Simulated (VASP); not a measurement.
Here is a VASP 6.6.1 calculation.

File INCAR:

```
SYSTEM = Ga2O3
PREC = Accurate
ENCUT = 520
EDIFF = 1E-6
ISMEAR = -1
SIGMA = 0.01
LREAL = .False.
LASPH = .True.
NELM = 80
ALGO = Normal
ISIF = 2
LWAVE = .False.
LCHARG = .False.
GGA = PE
NBANDS = 55
```

The input KPOINTS:

```
regular mesh
0
Gamma
  7 7 7
  0 0 0
```

POSCAR

```
Ga2O3
1.0
    2.5289754451      1.4601046709      4.5413080054
   -2.5289754451      1.4601046709      4.5413080054
    0.0000000000     -2.9202092911      4.5413080216
Ga O
4 6
Direct
    0.8558413518      0.8558413518      0.8558413518
    0.6441586482      0.6441586482      0.6441586482
    0.1441586482      0.1441586482      0.1441586482
    0.3558413518      0.3558413518      0.3558413518
    0.7500000000      0.4469003098      0.0530996902
    0.4469003098      0.0530996902      0.7500000000
    0.0530996902      0.7500000000      0.4469003098
    0.2500000000      0.5530996902      0.9469003098
    0.9469003098      0.2500000000      0.5530996902
    0.5530996902      0.9469003098      0.2500000000
```

Potentials or basis: VASP PAW PBE potentials, release 64 (Ga_d, O).

Launch:

```console
$ cat potpaw_PBE.64/Ga_d/POTCAR potpaw_PBE.64/O/POTCAR > POTCAR
$ mpirun -np 1 vasp_std > vasp.out
```

Question: Estimate the pressure.

Answer: 0.9 GPa.

Question: What does it give for the largest force?

Answer: 0.012 eV/Å.

Question: Predict the band gap on the k mesh.

Answer: 2.40 eV, indirect (least direct gap 2.62 eV).

Stress tensor (GPa, compression positive):
```
0.99 0.00 0.00
0.00 0.99 0.00
0.00 0.00 0.86
```

A k mesh can miss the band edges. PBE gaps usually lie below the measured ones, often by a third to a half.
